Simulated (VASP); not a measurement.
Input of a VASP 6.6.1 run:

INCAR

```
SYSTEM = Ca
ALGO = Normal ; EDIFF = 1E-7
ENCUT = 520 ; GGA = CA
ISIF = 2 ; ISMEAR = -1
LASPH = .TRUE. ; LCHARG = .TRUE.
LELF = .TRUE. ; LREAL = .FALSE.
LVHAR = .TRUE. ; LWAVE = .FALSE.
NBANDS = 11 ; NELM = 60
PREC = Accurate ; SIGMA = 0.1
```

KPOINTS

```
k-points
0
G
  12 12 12
  0 0 0
```

The input POSCAR:

```
Ca
1.0
    2.6150000000      0.0000000000      0.0000000000
    0.0000000000      2.6150000000      0.0000000000
    0.0000000000      0.0000000000      2.6150000000
Ca
1
Direct
    0.0000000000      0.0000000000      0.0000000000
```

Potentials or basis: VASP PAW LDA potentials, release 64 (Ca_sv).

The run is started by

```console
$ cat potpaw_LDA.64/Ca_sv/POTCAR > POTCAR
$ mpirun -np 1 vasp_std > vasp.out
```

Task: What does it give for the pressure?

Result: 35.0 GPa.

Task: What does it give for the band gap on the k mesh?

Result: Zero (band 5 reaches 6.75 eV, above the bottom of band 6 at 5.69 eV).
